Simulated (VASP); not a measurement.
Crystal: SiC.

```
Si C
1.0
     3.07600    0.00000    0.00000
    -1.53800    2.66389    0.00000
     0.00000    0.00000    5.04800
Si C
2 2
Direct
  0.66667 0.33333 0.50000
  0.33333 0.66667 0.00000
  0.66667 0.33333 0.88500
  0.33333 0.66667 0.38500
```

| Item | Value |
| --- | --- |
| Program | VASP 6.6.1 |
| Task | relaxation of cell and atoms |
| Functional | b88 exchange, pbe correlation |
| Potentials or basis | VASP PAW PBE potentials, release 64 (Si, C) |
| Cutoff | 600 eV |
| k mesh | 10 × 10 × 5 |
| Occupations | fermi-dirac, width 0.05 eV |
| Spin | no spin polarisation |

At the start: pressure 3.6 GPa; volume 10.34 Å³/atom.

Where does the relaxation end?

Over 7 steps the energy falls by 10.7 meV/atom and the volume is 10.50 Å³/atom (+1.5 %); space group P6_3mc (No. 186, to 0.1 Å) before and after.

The path:
```csv
step,energy change (eV),largest force (eV/Å),pressure (GPa),volume (Å³)
1,0.0000,0.7535,3.64,41.36
2,-0.0036,0.6220,-3.55,42.78
3,-0.0397,0.0838,-0.46,42.09
4,-0.0428,0.0261,0.05,41.99
5,-0.0428,0.0123,-0.01,42.01
6,-0.0428,0.0110,0.01,42.00
7,-0.0428,0.0001,0.00,42.00
```

Final structure:
```
CELL_PARAMETERS angstrom
3.09162 0.00000 0.00000
-1.54581 2.67742 0.00000
0.00000 0.00000 5.07441
ATOMIC_POSITIONS crystal
Si 0.66667 0.33333 0.50459
Si 0.33333 0.66667 0.00459
C 0.66667 0.33333 0.88041
C 0.33333 0.66667 0.38041
```

Caveat: the PAW data sets were made with another functional, which shifts forces and pressure a little.
